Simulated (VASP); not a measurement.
Here is a VASP 6.6.1 calculation.

The input INCAR:

```
SYSTEM = BN
PREC     = Accurate       ! precision mode
ENCUT    = 520            ! plane-wave cutoff, eV
EDIFF    = 1E-6           ! SCF threshold, eV
ISMEAR   = 0              ! smearing method
SIGMA    = 0.02           ! smearing width, eV
LREAL    = .FALSE.        ! projectors in reciprocal space
LASPH    = .TRUE.         ! aspherical terms in the spheres
NELM     = 100            ! most SCF steps
ALGO     = Normal         ! electronic algorithm
ISIF     = 2              ! what is computed and relaxed
LWAVE    = .FALSE.        ! write WAVECAR
LCHARG   = .FALSE.        ! write CHGCAR
GGA      = PS             ! functional
NBANDS   = 16             ! bands
```

The input KPOINTS:

```
Automatic mesh
0
G
  9 9 6
  0 0 0
```

File POSCAR:

```
BN
1.0
    2.5024521521      0.0000000000      0.0000000000
   -1.2512260760      2.1671871355      0.0000000000
    0.0000000000      0.0000000000      4.2101764159
B N
2 2
Direct
    0.3333333333      0.6666666667      0.0000751913
    0.6666666667      0.3333333333      0.5000751913
    0.3333333333      0.6666666667      0.3739248087
    0.6666666667      0.3333333333      0.8739248087
```

Potentials or basis: VASP PAW PBE potentials, release 64 (B, N).

Launch:

```console
$ cat potpaw_PBE.64/B/POTCAR potpaw_PBE.64/N/POTCAR > POTCAR
$ mpirun -np 1 vasp_std > vasp.out
```

(1) Estimate the largest force.

(2) Predict the band gap on the k mesh.

(3) Predict the pressure.

Answers

(1) 0.010 eV/Å.

(2) 4.79 eV, indirect (least direct gap 8.18 eV).

(3) 12.5 GPa.

Caveat: the cell differs from its parent crystal (strained cell); the PAW data sets were made with another functional, which shifts forces and pressure a little.
